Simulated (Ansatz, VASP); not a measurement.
## Two plane-wave programs on PbS

```
Pb S
1.0
     3.00117   -3.00166   -0.00020
     3.00117    3.00166   -0.00020
    -1.10312    0.00000   11.68621
Pb S
2 2
Direct
  0.77250 0.77250 0.62145
  0.22750 0.22750 0.37855
  0.26986 0.26986 0.60804
  0.73014 0.73014 0.39196
```

Alike in both runs: functional PBE; k mesh 4 × 4 × 2; occupations gaussian, width 0.1 eV; no spin polarisation.

Ansatz relaxed the structure, and its values are those at the end. VASP's run is a single point on that final structure, the one shown.

|  | VASP | Ansatz |
| --- | --- | --- |
| version | VASP 6.6.1 | Ansatz 0.2.0 |
| potentials or method | VASP PAW PBE potentials, release 64 (Pb_d, S), cutoff 520 eV | scalar-relativistic, plane waves, PAW |
| valence electrons in the cell | 40 | 40 |

|  | VASP | Ansatz | Ansatz less VASP |
| --- | --- | --- | --- |
| gap on the k mesh at the Fermi level (eV) | 2.13 | 2.13 | -0.001 |
| least direct gap on the mesh (eV) | 2.13 | 2.13 | -0.001 |
| rms of the force components (eV/Å) | 0.004 | 0.002 | -0.0027 |

Spin-orbit coupling is off throughout.
